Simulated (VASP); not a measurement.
The system is Pt.

```
CELL_PARAMETERS angstrom
0.00000 1.97158 1.97158
1.97158 0.00000 1.97158
1.97158 1.97158 0.00000
ATOMIC_POSITIONS crystal
Pt 0.00000 0.00000 0.00000
```

```yaml
Program: VASP 6.6.1
Task: relaxation of cell and atoms
Functional: PBE
Potentials_or_basis: VASP PAW PBE potentials, release 64 (Pt)
Cutoff: 600 eV
k_mesh: 18 × 18 × 18
Occupations: gaussian, width 0.1 eV
Spin: no spin polarisation
```

At the start: pressure 4.9 GPa; volume 15.33 Å³/atom.

**Question.** Where does the relaxation end?

**Answer.** Over 4 steps the energy falls by 4.3 meV/atom and the volume is 15.62 Å³/atom (+1.9 %); space group Fm-3m (No. 225, to 0.05 Å).

The path:
```csv
step,energy change (eV),largest force (eV/Å),pressure (GPa),volume (Å³)
1,0.0000,0.0000,4.93,15.33
2,0.0230,0.0000,-10.64,16.40
3,-0.0043,0.0000,-0.07,15.62
4,-0.0043,0.0000,0.02,15.62
```

Final structure:
```
CELL_PARAMETERS angstrom
0.00000 1.98390 1.98390
1.98390 0.00000 1.98390
1.98390 1.98390 0.00000
ATOMIC_POSITIONS crystal
Pt 0.00000 0.00000 0.00000
```
